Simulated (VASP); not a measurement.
# Br (Im-3m) in VASP: notebook

Runs on Br. Level: PBE. Tasks: single point, relaxation of cell and atoms.

Everything below comes from runs of VASP 6.6.1. Logs are shortened: lines on timing, memory, paths and dates and some standing lists are left out, and cuts for length are marked.

## 1. The cell of the first run

The structure is cubic, space group Im-3m (No. 229). Conventional cell: a = 3.784 Å, b = 3.784 Å, c = 3.784 Å, α = 90.00°, β = 90.00°, γ = 90.00°. Br (site symmetry m-3m) has 14 Br at 3.28 to 3.78 Å within 4.3 Å.

## 2. Single point, PBE

Input file INCAR:

```
SYSTEM = Br
  PREC = Accurate
  ENCUT = 520
  EDIFF = 1E-7
  ISMEAR = -1
  SIGMA = 0.05
  LREAL = .False.
  LASPH = .True.
  NELM = 60
  ALGO = Normal
  ISIF = 2
  LWAVE = .False.
  LCHARG = .True.
  GGA = PE
  LELF = .True.
  LVHAR = .True.
  NBANDS = 10
```

Input file KPOINTS:

```
regular mesh
0
Gamma
  15 15 15
  0 0 0
```

Input file POSCAR:

```
Br
1.0
   -1.8921345965      1.8921345965      1.8921345965
    1.8921345965     -1.8921345965      1.8921345965
    1.8921345965      1.8921345965     -1.8921345965
Br
1
Direct
    0.0000000000      0.0000000000      0.0000000000
```

Potentials or basis: VASP PAW PBE potentials, release 64 (Br).

Started as:

```console
cat potpaw_PBE.64/Br/POTCAR > POTCAR
mpirun -np 1 vasp_std > vasp.out
```

OUTCAR:

```text
SYSTEM = Br
   PREC = Accurate
   ENCUT = 520
   EDIFF = 1E-7
   ISMEAR = -1
   LREAL = .False.
   LASPH = .True.
   NELM = 60
   ISIF = 2
   GGA = PE

 ion  position               nearest neighbor table
   1  0.000  0.000  0.000-

  LATTYP: Found a body centered cubic cell.
 ALAT       =     3.7842691930

  Lattice vectors:

 A1 = (  -1.8921345965,   1.8921345965,   1.8921345965)
 A2 = (   1.8921345965,  -1.8921345965,   1.8921345965)
 A3 = (   1.8921345965,   1.8921345965,  -1.8921345965)

Analysis of symmetry for initial positions (statically):
=====================================================================
 Subroutine PRICEL returns:
 Original cell was already a primitive cell.

 Routine SETGRP: Setting up the symmetry group for a
 body centered cubic supercell.

 Subroutine GETGRP returns: Found 48 space group operations
 (whereof 48 operations were pure point group operations)
 out of a pool of 48 trial point group operations.

The static configuration has the point symmetry O_h .

Analysis of symmetry for dynamics (positions and initial velocities):
=====================================================================
 Subroutine PRICEL returns:
 Original cell was already a primitive cell.

 Routine SETGRP: Setting up the symmetry group for a
 body centered cubic supercell.

 Subroutine GETGRP returns: Found 48 space group operations
 (whereof 48 operations were pure point group operations)
 out of a pool of 48 trial point group operations.

The dynamic configuration has the point symmetry O_h .

 Subroutine INISYM returns: Found 48 space group operations
 (whereof 48 operations are pure point group operations),
 and found     1 'primitive' translations

----------------------------------------------------------------------------------------

                                     Primitive cell

  volume of cell :      27.0967

  direct lattice vectors                    reciprocal lattice vectors
    -1.892134597  1.892134597  1.892134597     0.000000000  0.264251814  0.264251814
     1.892134597 -1.892134597  1.892134597     0.264251814  0.000000000  0.264251814
     1.892134597  1.892134597 -1.892134597     0.264251814  0.264251814  0.000000000

  length of vectors
     3.277273256  3.277273256  3.277273256     0.373708500  0.373708500  0.373708500

  position of ions in fractional coordinates (direct lattice)
     0.000000000  0.000000000  0.000000000

  ion indices of the primitive-cell ions
   primitive index   ion index
                 1           1

----------------------------------------------------------------------------------------

 KPOINTS: regular mesh

Automatic generation of k-mesh.
 Grid dimensions read from file:
 generate k-points for:   15   15   15

 Generating k-lattice:

  Cartesian coordinates                     Fractional coordinates (reciprocal lattice)
     0.000000000  0.017616788  0.017616788     0.066666667  0.000000000  0.000000000
     0.017616788  0.000000000  0.017616788     0.000000000  0.066666667  0.000000000
     0.017616788  0.017616788  0.000000000     0.000000000  0.000000000  0.066666667

  Length of vectors
     0.024913900  0.024913900  0.024913900

  Shift w.r.t. Gamma in fractional coordinates (k-lattice)
     0.000000000  0.000000000  0.000000000

 Subroutine IBZKPT returns following result:
 ===========================================

 Found    120 irreducible k-points:

 Following reciprocal coordinates:
            Coordinates               Weight
  0.000000  0.000000  0.000000      1.000000
  0.066667  0.000000  0.000000     12.000000
  0.133333  0.000000  0.000000     12.000000
  0.200000  0.000000  0.000000     12.000000
  0.266667  0.000000  0.000000     12.000000
  0.333333  0.000000  0.000000     12.000000
[... 16 lines left out ...]
  0.333333  0.200000  0.000000     48.000000
  0.400000  0.200000  0.000000     24.000000
 [... further k-points ...]
   k-points           NKPTS =    120   k-points in BZ     NKDIM =    120   number of bands    NBANDS=     10
   number of dos      NEDOS =    301   number of ions     NIONS =      1
   total plane-waves  NPLWV =  13824
   dimension x,y,z NGX =    24 NGY =   24 NGZ =   24
   dimension x,y,z NGXF=    48 NGYF=   48 NGZF=   48
   ions per type =               1
   NGX,Y,Z   is equivalent  to a cutoff of  12.17, 12.17, 12.17 a.u.
   NGXF,Y,Z  is equivalent  to a cutoff of  24.35, 24.35, 24.35 a.u.
 SYSTEM =  Br
   PREC   = accura    normal or accurate (medium, high low for compatibility)
   ISTART =      0    job   : 0-new  1-cont  2-samecut
   ICHARG =      2    charge: 1-file 2-atom 10-const
   ISPIN  =      1    spin polarized calculation?
   LNONCOLLINEAR =      F non collinear calculations
   LSORBIT =      F    spin-orbit coupling
   LASPH  =      T    aspherical Exc in radial PAW
   ENCUT  =  520.0 eV  38.22 Ry    6.18 a.u.   6.09  6.09  6.09*2*pi/ulx,y,z
   NELM   =     60;   NELMIN=  2; NELMDL= -5     # of ELM steps
   EDIFF  = 0.1E-06   stopping-criterion for ELM
   LREAL  =      F    real-space projection
   EDIFFG = 0.1E-05   stopping-criterion for IOM
   NSW    =      0    number of steps for IOM
   IBRION =     -1    ionic relax: 0-MD 1-quasi-New 2-CG
   NFREE  =      0    steps in history (QN), initial steepest desc. (CG)
   ISIF   =      2    stress and relaxation
   ISYM   =      2    0-nonsym 1-usesym 2-fastsym
   POTIM  = 0.5000    time-step for ionic-motion
   TEBEG  =    0.0;   TEEND  =   0.0 temperature during run
   PSTRESS=    0.0 pullay stress
   NELECT =       7.0000    total number of electrons
   NUPDOWN=      -1.0000    fix difference up-down
   EMIN   =  10.00;   EMAX   =-10.00  energy-range for DOS
   EFERMI =   0.00;   METHOD = LEGACY
   ISMEAR =    -1;   SIGMA  =   0.05  broadening in eV -4-tet -1-fermi 0-gaus
   EFERMI_NEDOS =   21; number of points for ismear=-14 and -15
   IALGO  =     38    algorithm
   IMIX   =      4    mixing-type and parameters
     AMIX     =   0.40;   BMIX     =  1.00
     AMIX_MAG =   1.60;   BMIX_MAG =  1.00
  volume/ion in A,a.u.               =      27.10       182.86
  Fermi-wavevector in a.u.,A,eV,Ry     =   1.042643  1.970309 14.790944  1.087104
  Thomas-Fermi vector in A             =   2.177317
   LORBIT       =      0    0 simple, 1 ext, 2 COOP (PROOUT), +10 PAW based schemes
   GGA     = PE    functional components
   LHFCALC =     F    Hartree Fock is set to
   AEXX    =    0.0000 exact exchange contribution
   IVDW    =     0    specifies the selected vdW correction
   LEPSILON=     F    determine dielectric tensor
   LRPA    =     F    only Hartree local field effects (RPA)
 non-spin polarized calculation
  energy-cutoff  :      520.00
  volume of cell :       27.10
 maximum number of plane-waves:       742
   NGX = 13   NGY = 13   NGZ = 13

 number of electron       6.9999997 magnetization

 Free energy of the ion-electron system (eV)
  ---------------------------------------------------
  ext. energy  EPLUGINS =         0.00000000
  ---------------------------------------------------
  free energy    TOTEN  =        -1.01898121 eV

  energy without entropy =       -1.00170711  energy(sigma->0) =       -1.01034416

 E-fermi :   1.3804     XC(G=0):  -9.1750

 val. band max:        1.3794813797   @ k =   0.2000   0.1333   0.0667
 cond. band min:       1.3825583083   @ k =  -0.3333  -0.4000   0.0667
 fundamental gap:      0.0030769286
 Fermi energy:         1.3803834453

 k-point     1 :       0.0000    0.0000    0.0000
  band No.  band energies     occupation
      1     -13.8489      2.00000
      2       2.0727      0.00000
      3       2.0727      0.00000
      4       2.0727      0.00000
      5       9.0962      0.00000
      6      14.0443      0.00000
      7      14.0443      0.00000
      8      14.0443      0.00000
      9      16.6547      0.00000
     10      16.6547      0.00000

 k-point     2 :       0.0667    0.0000    0.0000
  band No.  band energies     occupation
      1     -13.8011      2.00000
      2       1.7539      0.00114
      3       1.9942      0.00001
      4       2.0626      0.00000
      5       9.4066      0.00000
      6      13.7979      0.00000
      7      13.9176      0.00000
      8      14.2876      0.00000
      9      16.1245      0.00000
     10      16.5174      0.00000

 k-point     3 :       0.1333    0.0000    0.0000
  band No.  band energies     occupation
      1     -13.6621      2.00000
      2       0.9613      1.99954
      3       1.7825      0.00064
      4       2.0336      0.00000
      5      10.0811      0.00000
      6      13.2330      0.00000
      7      13.4928      0.00000
      8      14.9928      0.00000
      9      15.8219      0.00000
     10      16.2970      0.00000

 k-point     4 :       0.2000    0.0000    0.0000
  band No.  band energies     occupation
      1     -13.4456      2.00000
      2      -0.0313      2.00000
      3       1.4945      0.18506
      4       1.9899      0.00001
      5      10.4573      0.00000
      6      12.5980      0.00000
      7      13.3564      0.00000
      8      16.0993      0.00000
      9      16.1581      0.00000
     10      16.2100      0.00000
[... 222 lines left out ...]
 k-point    22 :       0.2667    0.2000    0.0000
  band No.  band energies     occupation
      1     -12.6009      2.00000
      2      -2.1328      2.00000
      3      -0.0962      2.00000
      4       1.4437      0.44011
      5      10.5945      0.00000
      6      11.9694      0.00000
      7      14.3629      0.00000
      8      16.4132      0.00000
      9      18.9446      0.00000
     10      20.5674      0.00000

 k-point    23 :       0.3333    0.2000    0.0000
  band No.  band energies     occupation
      1     -12.4362      2.00000
      2      -2.4202      2.00000
      3      -0.4296      2.00000
      4       1.3876      0.92801
      5      10.3891      0.00000
      6      12.0777      0.00000
      7      14.7497      0.00000
      8      16.7606      0.00000
      9      19.1189      0.00000
     10      21.4224      0.00000

 k-point    24 :       0.4000    0.2000    0.0000
  band No.  band energies     occupation
      1     -12.3756      2.00000
      2      -2.5224      2.00000
      3      -0.5459      2.00000
      4       1.3685      1.11842
      5      10.3128      0.00000
      6      12.1236      0.00000
      7      14.9317      0.00000
      8      16.6879      0.00000
      9      19.5319      0.00000
     10      21.9943      0.00000

 [... further k-points ...]

------------------------ aborting loop because EDIFF is reached ----------------------------------------

  FORCE on cell =-STRESS in cart. coord.  units (eV):
  Direction    XX          YY          ZZ          XY          YZ          ZX
  --------------------------------------------------------------------------------------
  -------------------------------------------------------------------------------------
  Total       -0.0658050     -0.0658050     -0.0658050     -0.0000000      0.0000000      0.0000000
  in kB       -3.8909324     -3.8909324     -3.8909324     -0.0000000      0.0000000      0.0000000
  external PRESSURE =      -3.8909324 kB  Pullay stress =       0.0000000 kB

 VOLUME and BASIS-vectors are now :
 -----------------------------------------------------------------------------
  energy-cutoff  :      520.00
  volume of cell :       27.10
      direct lattice vectors                 reciprocal lattice vectors
    -1.892134597  1.892134597  1.892134597     0.000000000  0.264251814  0.264251814
     1.892134597 -1.892134597  1.892134597     0.264251814  0.000000000  0.264251814
     1.892134597  1.892134597 -1.892134597     0.264251814  0.264251814  0.000000000

 POSITION                                       TOTAL-FORCE (eV/Angst)
 -----------------------------------------------------------------------------------
      0.00000      0.00000      0.00000        -0.000000      0.000000     -0.000000
 -----------------------------------------------------------------------------------
    total drift:                                0.000000      0.000000     -0.000000

  FREE ENERGIE OF THE ION-ELECTRON SYSTEM (eV)
  ---------------------------------------------------
  free  energy   TOTEN  =        -1.0189812130 eV

  energy  without entropy=       -1.0017071111  energy(sigma->0) =       -1.01034416
```

Run time: 10 s. Hardware: 1 thread of Intel Xeon Platinum 8375C at 2.90GHz (Ice Lake), shared host; peak memory 0.15 GiB.

What came out:

```yaml
Free_energy: -1.0190 eV
Pressure: -0.4 GPa
Band_gap_on_the_k_mesh: zero (an odd number of electrons rules out a gap without spin polarisation)
```

Caveat: an odd number of electrons without spin polarisation forces a metal; a magnetic or distorted state may lie lower.

## 3. Single point, PBE

This run uses another cell than the first one, of 26.70 Å³/atom.

Input file INCAR:

```
  ALGO = Normal
  EDIFF = 1E-6
  ENCUT = 500
  GGA = PE
  GGA_COMPAT = False
  ISIF = 2
  ISMEAR = -1
  LASPH = True
  LCHARG = False
  LREAL = False
  LWAVE = False
  NBANDS = 10
  NELM = 120
  PREC = Accurate
  SIGMA = 0.05
```

Input file KPOINTS:

```
k-points
0
Gamma
  15 15 15
```

Input file POSCAR:

```
Br
1.0
   -1.8827674401      1.8827674401      1.8827674401
    1.8827674401     -1.8827674401      1.8827674401
    1.8827674401      1.8827674401     -1.8827674401
Br
1
Direct
    0.0000000000      0.0000000000      0.0000000000
```

Potentials or basis: VASP PAW PBE potentials, release 64 (Br).

Started as:

```console
cat potpaw_PBE.64/Br/POTCAR > POTCAR
mpirun -np 1 vasp_std > vasp.out
```

OUTCAR:

```text
EDIFF = 1E-6
   ENCUT = 500
   GGA = PE
   ISIF = 2
   ISMEAR = -1
   LASPH = True
   LREAL = False
   NELM = 120
   PREC = Accurate

 ion  position               nearest neighbor table
   1  0.000  0.000  0.000-

  LATTYP: Found a body centered cubic cell.
 ALAT       =     3.7655348802

  Lattice vectors:

 A1 = (  -1.8827674401,   1.8827674401,   1.8827674401)
 A2 = (   1.8827674401,  -1.8827674401,   1.8827674401)
 A3 = (   1.8827674401,   1.8827674401,  -1.8827674401)
[... 488 lines left out ...]
      9      19.7916      0.00000
     10      22.2478      0.00000

 [... further k-points ...]

------------------------ aborting loop because EDIFF is reached ----------------------------------------

  FORCE on cell =-STRESS in cart. coord.  units (eV):
  Direction    XX          YY          ZZ          XY          YZ          ZX
  --------------------------------------------------------------------------------------
  -------------------------------------------------------------------------------------
  Total        0.0031237      0.0031237      0.0031237     -0.0000000      0.0000000     -0.0000000
  in kB        0.1874694      0.1874694      0.1874694     -0.0000000      0.0000000     -0.0000000
  external PRESSURE =       0.1874694 kB  Pullay stress =       0.0000000 kB

 VOLUME and BASIS-vectors are now :
 -----------------------------------------------------------------------------
  energy-cutoff  :      500.00
  volume of cell :       26.70
      direct lattice vectors                 reciprocal lattice vectors
    -1.882767440  1.882767440  1.882767440     0.000000000  0.265566522  0.265566522
     1.882767440 -1.882767440  1.882767440     0.265566522  0.000000000  0.265566522
     1.882767440  1.882767440 -1.882767440     0.265566522  0.265566522  0.000000000

 POSITION                                       TOTAL-FORCE (eV/Angst)
 -----------------------------------------------------------------------------------
      0.00000      0.00000      0.00000         0.000000      0.000000     -0.000000
 -----------------------------------------------------------------------------------
    total drift:                                0.000000     -0.000000     -0.000000

  FREE ENERGIE OF THE ION-ELECTRON SYSTEM (eV)
  ---------------------------------------------------
  free  energy   TOTEN  =        -1.0194324303 eV

  energy  without entropy=       -1.0025606309  energy(sigma->0) =       -1.01099653
```

OSZICAR:

```text
N       E                     dE             d eps       ncg     rms          rms(c)
DAV:   1     0.194412598612E+02    0.19441E+02   -0.28639E+03  2400   0.525E+02
DAV:   2    -0.302114801987E+00   -0.19743E+02   -0.19330E+02  3066   0.958E+01
DAV:   3    -0.101624384750E+01   -0.71413E+00   -0.69672E+00  2920   0.165E+01
DAV:   4    -0.101850411940E+01   -0.22603E-02   -0.22599E-02  2820   0.111E+00
DAV:   5    -0.101851022590E+01   -0.61065E-05   -0.61066E-05  2858   0.569E-02    0.353E+00
DAV:   6    -0.101879577984E+01   -0.28555E-03   -0.13020E-03  2790   0.199E-01    0.216E+00
DAV:   7    -0.101944691664E+01   -0.65114E-03   -0.21715E-03  2744   0.271E-01    0.573E-02
DAV:   8    -0.101943039748E+01    0.16519E-04   -0.11726E-04  2684   0.525E-02    0.787E-03
DAV:   9    -0.101943191328E+01   -0.15158E-05   -0.26283E-06  2744   0.112E-02    0.357E-03
DAV:  10    -0.101943243025E+01   -0.51698E-06   -0.67123E-07  2000   0.549E-03
   1 F= -.10194324E+01 E0= -.10109965E+01  d E =-.168718E-01
```

It took 8.6 s on 1 thread of Intel Xeon Platinum 8375C at 2.90GHz (Ice Lake), shared host; peak memory 0.15 GiB.

What came out:

```yaml
Free_energy: -1.0194 eV
Pressure: 0.0 GPa
Band_gap_on_the_k_mesh: zero (an odd number of electrons rules out a gap without spin polarisation)
```

Caveat: an odd number of electrons without spin polarisation forces a metal; a magnetic or distorted state may lie lower.

## 4. Relaxation of cell and atoms, PBE

This run uses another cell than the first one, of 26.16 Å³/atom.

Input file INCAR:

```
SYSTEM = Br
  PREC = Accurate
  ENCUT = 500
  EDIFF = 1E-7
  ISMEAR = -1
  SIGMA = 0.05
  LREAL = .FALSE.
  LASPH = .TRUE.
  NELM = 120
  ALGO = Normal
  ISIF = 3
  LWAVE = .FALSE.
  LCHARG = .FALSE.
  GGA = PE
  IBRION = 2
  NSW = 80
  EDIFFG = -0.01
  GGA_COMPAT = .FALSE.
  NELMIN = 4
```

Input file KPOINTS:

```
regular mesh
0
G
  15 15 15
  0 0 0
```

Input file POSCAR:

```
Br
1.0
   -1.8700000000      1.8700000000      1.8700000000
    1.8700000000     -1.8700000000      1.8700000000
    1.8700000000      1.8700000000     -1.8700000000
Br
1
Direct
    0.0000000000      0.0000000000      0.0000000000
```

Started as:

```console
cat potpaw_PBE.64/Br/POTCAR > POTCAR
mpirun -np 1 vasp_std > vasp.out
```

Run time: 15 s. Hardware: 1 thread of Intel Xeon Platinum 8375C at 2.90GHz (Ice Lake), shared host; peak memory 0.15 GiB.

The run converged. Its results:

```
Free energy                           : -1.0194 eV
Relaxed volume                        : 26.71 Å³/atom
Relaxed cell                          : a = 3.262 Å, b = 3.262 Å, c = 3.262 Å, α = 109.47°, β = 109.47°, γ = 109.47°
Space group after relaxing (to 0.1 Å) : Im-3m (No. 229)
Energy gained by relaxing             : 1.0 meV/atom
Ionic steps                           : 3
Pressure after relaxing               : 0.0 GPa
Band gap on the k mesh                : zero (an odd number of electrons rules out a gap without spin polarisation)
```

The path:
```tsv
step	energy change (eV)	largest force (eV/Å)	pressure (GPa)	volume (Å³)
1	0.0000	0.0000	0.62	26.16
2	-0.0010	0.0000	0.17	26.54
3	-0.0010	0.0000	0.00	26.71
```

Final structure:
```
Br
1.0
    -1.88304    1.88304    1.88304
     1.88304   -1.88304    1.88304
     1.88304    1.88304   -1.88304
Br
1
Direct
  0.00000 0.00000 0.00000
```

Levels at points of the mesh, in eV from the Fermi level:
```
           k point  band 2  band 3  band 4  band 5  band 6  band 7
(0.00, 0.00, 0.00)    0.71    0.71    0.71    7.79   12.67   12.67
```

Caveat: an odd number of electrons without spin polarisation forces a metal; a magnetic or distorted state may lie lower.

## 5. The runs side by side

| task | cell | cutoff (eV) | gap on the mesh (eV) | pressure (GPa) |
| --- | --- | --- | --- | --- |
| single point | a = 3.277 Å, angles 109.5°, 1 atom | 520 | none | -0.4 |
| single point | a = 3.261 Å, angles 109.5°, 1 atom | 500 | none | 0.0 |
| relaxation of cell and atoms | relaxed from a = 3.239 Å, angles 109.5°, 1 atom | 500 | none | 0.0 |

Alike in all rows: level PBE; potentials or basis VASP PAW PBE potentials, release 64 (Br); no spin polarisation; k mesh 15 × 15 × 15; smearing fermi-dirac 0.05 eV.

Caveats: an odd number of electrons without spin polarisation forces a metal; a magnetic or distorted state may lie lower.

Total energies depend on the potentials used, so only differences within one code and one set of settings carry meaning.
